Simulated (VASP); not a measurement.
# Ti4B in VASP: single point with PBEsol

Aim: the single point of Ti4B with PBEsol.

All numbers are computed with VASP 6.6.1; they aren't measurements. Logs are shortened: lines on timing, memory, paths and dates and some standing lists are left out, and cuts for length are marked.

### 1 The cell of the first run

The cell holds a slab with vacuum, 5 atoms: a = 2.868 Å, b = 2.868 Å, c = 25.084 Å, α = 90.00°, β = 90.00°, γ = 90.00°.

### 2 Single point, PBEsol

Input file INCAR:

```
PREC = Accurate
ENCUT = 520
EDIFF = 1E-7
ISMEAR = 0
SIGMA = 0.1
LREAL = False
LASPH = True
NELM = 60
ALGO = Normal
ISIF = 2
LWAVE = False
LCHARG = False
LDIPOL = True
IDIPOL = 3
DIPOL = 0.5 0.5 0.500
GGA = PS
NBANDS = 34
```

Input file KPOINTS:

```
Automatic mesh
0
Gamma
  10 10 1
```

Input file POSCAR:

```
Ti4B
1.0
    2.8679135953      0.0000000000      0.0000000000
    0.0000000000      2.8679135953      0.0000000000
    0.0000000000      0.0000000000     25.0837634532
Ti B
4 1
Direct
    0.5000000000      0.5000000000      0.3388646212
    0.0000000000      0.0000000000      0.4197105897
    0.5000000000      0.5000000000      0.5009793485
    0.0000000000      0.0000000000      0.5877159745
    0.0000000000      0.5000000000      0.6510020343
```

Potentials or basis: VASP PAW PBE potentials, release 64 (Ti_sv, B).

The run is started by

```
$ cat potpaw_PBE.64/Ti_sv/POTCAR potpaw_PBE.64/B/POTCAR > POTCAR
$ mpirun -np 1 vasp_std > vasp.out
```

OUTCAR:

```text
PREC = Accurate
   ENCUT = 520
   EDIFF = 1E-7
   ISMEAR = 0
   LREAL = False
   LASPH = True
   NELM = 60
   ISIF = 2
   GGA = PS

 ion  position               nearest neighbor table
   1  0.500  0.500  0.339-   2 2.87   2 2.87   2 2.87   2 2.87
   2  0.000  0.000  0.420-   1 2.87   1 2.87   1 2.87   1 2.87   3 2.88   3 2.88   3 2.88   3 2.88

   3  0.500  0.500  0.501-   2 2.88   2 2.88   2 2.88   2 2.88
   4  0.000  0.000  0.588-   5 2.14   5 2.14
   5  0.000  0.500  0.651-   4 2.14   4 2.14

  LATTYP: Found a simple tetragonal cell.
 ALAT       =     2.8679135953
 C/A-ratio  =     8.7463455992

  Lattice vectors:

 A1 = (   2.8679135953,   0.0000000000,   0.0000000000)
 A2 = (   0.0000000000,   2.8679135953,   0.0000000000)
 A3 = (   0.0000000000,   0.0000000000,  25.0837634532)

Analysis of symmetry for initial positions (statically):
=====================================================================
 Subroutine PRICEL returns:
 Original cell was already a primitive cell.

 Routine SETGRP: Setting up the symmetry group for a
 simple tetragonal supercell.

 Subroutine GETGRP returns: Found  4 space group operations
 (whereof  4 operations were pure point group operations)
 out of a pool of 16 trial point group operations.

The static configuration has the point symmetry C_2v.

Analysis of symmetry for dynamics (positions and initial velocities):
=====================================================================
 Subroutine PRICEL returns:
 Original cell was already a primitive cell.

 Routine SETGRP: Setting up the symmetry group for a
 simple tetragonal supercell.

 Subroutine GETGRP returns: Found  4 space group operations
 (whereof  4 operations were pure point group operations)
 out of a pool of 16 trial point group operations.

The dynamic configuration has the point symmetry C_2v.

 Subroutine INISYM returns: Found  4 space group operations
 (whereof  4 operations are pure point group operations),
 and found     1 'primitive' translations

----------------------------------------------------------------------------------------

                                     Primitive cell

  volume of cell :     206.3122

  direct lattice vectors                    reciprocal lattice vectors
     2.867913595  0.000000000  0.000000000     0.348685540  0.000000000  0.000000000
     0.000000000  2.867913595  0.000000000     0.000000000  0.348685540  0.000000000
     0.000000000  0.000000000 25.083763453     0.000000000  0.000000000  0.039866426

  length of vectors
     2.867913595  2.867913595 25.083763453     0.348685540  0.348685540  0.039866426

  position of ions in fractional coordinates (direct lattice)
     0.500000000  0.500000000  0.338864621
     0.000000000  0.000000000  0.419710590
     0.500000000  0.500000000  0.500979349
     0.000000000  0.000000000  0.587715975
     0.000000000  0.500000000  0.651002034

  ion indices of the primitive-cell ions
   primitive index   ion index
                 1           1
                 2           2
                 3           3
                 4           4
                 5           5

----------------------------------------------------------------------------------------

 KPOINTS: Automatic mesh

Automatic generation of k-mesh.
 Grid dimensions read from file:
 generate k-points for:   10   10    1

 Generating k-lattice:

  Cartesian coordinates                     Fractional coordinates (reciprocal lattice)
     0.034868554  0.000000000  0.000000000     0.100000000  0.000000000  0.000000000
     0.000000000  0.034868554  0.000000000     0.000000000  0.100000000  0.000000000
     0.000000000  0.000000000  0.039866426     0.000000000  0.000000000  1.000000000

  Length of vectors
     0.034868554  0.034868554  0.039866426

  Shift w.r.t. Gamma in fractional coordinates (k-lattice)
     0.000000000  0.000000000  0.000000000

 Subroutine IBZKPT returns following result:
 ===========================================

 Found     36 irreducible k-points:

 Following reciprocal coordinates:
            Coordinates               Weight
  0.000000  0.000000  0.000000      1.000000
  0.100000  0.000000  0.000000      2.000000
  0.000000  0.100000  0.000000      2.000000
  0.200000  0.000000  0.000000      2.000000
  0.000000  0.200000  0.000000      2.000000
  0.300000  0.000000  0.000000      2.000000
[... 16 lines left out ...]
 -0.200000  0.300000  0.000000      4.000000
  0.400000  0.200000  0.000000      4.000000
 [... further k-points ...]
   k-points           NKPTS =     36   k-points in BZ     NKDIM =     36   number of bands    NBANDS=     34
   number of dos      NEDOS =    301   number of ions     NIONS =      5
   total plane-waves  NPLWV = 110592
   dimension x,y,z NGX =    24 NGY =   24 NGZ =  192
   dimension x,y,z NGXF=    48 NGYF=   48 NGZF=  384
   ions per type =               4   1
   NGX,Y,Z   is equivalent  to a cutoff of  13.91, 13.91, 12.73 a.u.
   NGXF,Y,Z  is equivalent  to a cutoff of  27.82, 27.82, 25.45 a.u.
 SYSTEM =  unknown system
   PREC   = accura    normal or accurate (medium, high low for compatibility)
   ISTART =      0    job   : 0-new  1-cont  2-samecut
   ICHARG =      2    charge: 1-file 2-atom 10-const
   ISPIN  =      1    spin polarized calculation?
   LNONCOLLINEAR =      F non collinear calculations
   LSORBIT =      F    spin-orbit coupling
   LASPH  =      T    aspherical Exc in radial PAW
   ENCUT  =  520.0 eV  38.22 Ry    6.18 a.u.   5.33  5.33 46.64*2*pi/ulx,y,z
   NELM   =     60;   NELMIN=  2; NELMDL= -5     # of ELM steps
   EDIFF  = 0.1E-06   stopping-criterion for ELM
   LREAL  =      F    real-space projection
   EDIFFG = 0.1E-05   stopping-criterion for IOM
   NSW    =      0    number of steps for IOM
   IBRION =     -1    ionic relax: 0-MD 1-quasi-New 2-CG
   NFREE  =      0    steps in history (QN), initial steepest desc. (CG)
   ISIF   =      2    stress and relaxation
   ISYM   =      2    0-nonsym 1-usesym 2-fastsym
   POTIM  = 0.5000    time-step for ionic-motion
   TEBEG  =    0.0;   TEEND  =   0.0 temperature during run
   PSTRESS=    0.0 pullay stress
   NELECT =      51.0000    total number of electrons
   NUPDOWN=      -1.0000    fix difference up-down
   EMIN   =  10.00;   EMAX   =-10.00  energy-range for DOS
   EFERMI =   0.00;   METHOD = LEGACY
   ISMEAR =     0;   SIGMA  =   0.10  broadening in eV -4-tet -1-fermi 0-gaus
   EFERMI_NEDOS =   21; number of points for ismear=-14 and -15
   IALGO  =     38    algorithm
   IMIX   =      4    mixing-type and parameters
     AMIX     =   0.40;   BMIX     =  1.00
     AMIX_MAG =   1.60;   BMIX_MAG =  1.00
  volume/ion in A,a.u.               =      41.26       278.45
  Fermi-wavevector in a.u.,A,eV,Ry     =   1.027440  1.941581 14.362768  1.055634
  Thomas-Fermi vector in A             =   2.161385
   LORBIT       =      0    0 simple, 1 ext, 2 COOP (PROOUT), +10 PAW based schemes
   GGA     = PS    functional components
   LHFCALC =     F    Hartree Fock is set to
   AEXX    =    0.0000 exact exchange contribution
   IVDW    =     0    specifies the selected vdW correction
   LEPSILON=     F    determine dielectric tensor
   LRPA    =     F    only Hartree local field effects (RPA)
 non-spin polarized calculation
 Gauss-broadening in eV      SIGMA  =   0.10
  energy-cutoff  :      520.00
  volume of cell :      206.31
 maximum number of plane-waves:      5597
 NGX is ok and might be reduce to    24
   NGX = 11   NGY = 11   NGZ = 93

 dipolmoment           0.000000      0.000000     -0.029034 electrons x Angstroem

 number of electron      51.0000007 magnetization

 dipolmoment           0.000000      0.000000      0.041889 electrons x Angstroem

 Free energy of the ion-electron system (eV)
  ---------------------------------------------------
  ext. energy  EPLUGINS =         0.00000000
  ---------------------------------------------------
  free energy    TOTEN  =       -35.99532836 eV

  energy without entropy =      -35.94954879  energy(sigma->0) =      -35.97243857

 E-fermi :   0.1161     XC(G=0):  -5.1995

 val. band max:        0.1137655360   @ k =   0.1000   0.0000   0.0000
 cond. band min:       0.1197082767   @ k =   0.0000   0.1000   0.0000
 fundamental gap:      0.0059427407
 Fermi energy:         0.1160679428

 k-point     1 :       0.0000    0.0000    0.0000
  band No.  band energies     occupation
      1     -56.4850      2.00000
      2     -56.2686      2.00000
      3     -56.1679      2.00000
      4     -56.0964      2.00000
      5     -32.9884      2.00000
      6     -32.7456      2.00000
[... 26 lines left out ...]
     33       2.1736      0.00000
     34       2.3171      0.00000

 k-point     2 :       0.1000    0.0000    0.0000
  band No.  band energies     occupation
      1     -56.4796      2.00000
      2     -56.2619      2.00000
      3     -56.1652      2.00000
      4     -56.0926      2.00000
      5     -32.9803      2.00000
      6     -32.7497      2.00000
[... 26 lines left out ...]
     33       1.9049      0.00000
     34       2.1990      0.00000

 k-point     3 :       0.0000    0.1000    0.0000
  band No.  band energies     occupation
      1     -56.4796      2.00000
      2     -56.2619      2.00000
      3     -56.1652      2.00000
      4     -56.0924      2.00000
      5     -32.9803      2.00000
      6     -32.7491      2.00000
[... 26 lines left out ...]
     33       1.9088      0.00000
     34       2.3240      0.00000
[... 704 lines left out ...]
 k-point    23 :      -0.2000    0.3000    0.0000
  band No.  band energies     occupation
      1     -56.4305      2.00000
      2     -56.1979      2.00000
      3     -56.1409      2.00000
      4     -56.0532      2.00000
      5     -32.9294      2.00000
      6     -32.8697      2.00000
[... 26 lines left out ...]
     33       1.7575      0.00000
     34       1.9373      0.00000

 k-point    24 :       0.4000    0.2000    0.0000
  band No.  band energies     occupation
      1     -56.4172      2.00000
      2     -56.1776      2.00000
      3     -56.1369      2.00000
      4     -56.0429      2.00000
      5     -32.9599      2.00000
      6     -32.9421      2.00000
[... 26 lines left out ...]
     33       2.0321      0.00000
     34       2.2963      0.00000

 [... further k-points ...]

------------------------ aborting loop because EDIFF is reached ----------------------------------------

 vacuum level on the upper side and lower side of the slab       (xc-potential included)         0.442        -0.461

  FORCE on cell =-STRESS in cart. coord.  units (eV):
  Direction    XX          YY          ZZ          XY          YZ          ZX
  --------------------------------------------------------------------------------------
  -------------------------------------------------------------------------------------
  Total       -3.2391039     -4.6753622     -1.3853623      0.0000000      0.0000000      0.0000000
  in kB      -25.1542073    -36.3078909    -10.7584355      0.0000000      0.0000000      0.0000000
  external PRESSURE =     -24.0735112 kB  Pullay stress =       0.0000000 kB

 VOLUME and BASIS-vectors are now :
 -----------------------------------------------------------------------------
  energy-cutoff  :      520.00
  volume of cell :      206.31
      direct lattice vectors                 reciprocal lattice vectors
     2.867913595  0.000000000  0.000000000     0.348685540  0.000000000  0.000000000
     0.000000000  2.867913595  0.000000000     0.000000000  0.348685540  0.000000000
     0.000000000  0.000000000 25.083763453     0.000000000  0.000000000  0.039866426

 POSITION                                       TOTAL-FORCE (eV/Angst)
 -----------------------------------------------------------------------------------
      1.43396      1.43396      8.50000         0.000000      0.000000      0.670241
      0.00000      0.00000     10.52792         0.000000      0.000000     -0.659206
      1.43396      1.43396     12.56645         0.000000      0.000000     -0.004670
      0.00000      0.00000     14.74213         0.000000      0.000000     -0.028108
      0.00000      1.43396     16.32958         0.000000      0.000000      0.021744
 -----------------------------------------------------------------------------------
    total drift:                                0.000000     -0.000000      0.000279

  FREE ENERGIE OF THE ION-ELECTRON SYSTEM (eV)
  ---------------------------------------------------
  free  energy   TOTEN  =       -35.9953283562 eV

  energy  without entropy=      -35.9495487889  energy(sigma->0) =      -35.97243857

 vacuum level on the upper side and lower side of the slab         5.172         4.249
```

Wall time 20 min (1 thread of Intel Xeon 8259CL, shared host); peak memory 0.45 GiB.

Results:

| Property | Result |
| --- | --- |
| Free energy | -35.9953 eV |
| Largest force | 0.670 eV/Å |
| Band gap on the k mesh | zero (an odd number of electrons rules out a gap without spin polarisation) |

Forces in eV/Å, atoms in the order of the input:
```
Ti   0.000  0.000  0.670
Ti   0.000  0.000 -0.659
Ti   0.000  0.000 -0.005
Ti   0.000  0.000 -0.028
B    0.000  0.000  0.022
```

Levels at points of the mesh, in eV from the Fermi level:
| k point | band 22 | band 23 | band 24 | band 25 | band 26 | band 27 | band 28 | band 29 | band 30 | band 31 |
| --- | --- | --- | --- | --- | --- | --- | --- | --- | --- | --- |
| (0.00, 0.00, 0.00) | -1.55 | -1.13 | -0.47 | -0.01 | 0.44 | 0.76 | 1.16 | 1.20 | 1.32 | 1.40 |
| (0.50, 0.00, 0.00) | -1.40 | -0.30 | -0.18 | 0.05 | 0.10 | 0.49 | 0.54 | 0.71 | 0.95 | 1.07 |
| (0.00, 0.50, 0.00) | -1.04 | -0.23 | -0.06 | 0.06 | 0.19 | 0.43 | 0.59 | 0.63 | 0.73 | 1.04 |
| (0.50, 0.50, 0.00) | -1.46 | -1.38 | -0.82 | -0.62 | -0.35 | 0.59 | 1.00 | 1.31 | 1.98 | 2.27 |

Caveat: the PAW data sets were made with another functional, which shifts forces and pressure a little.
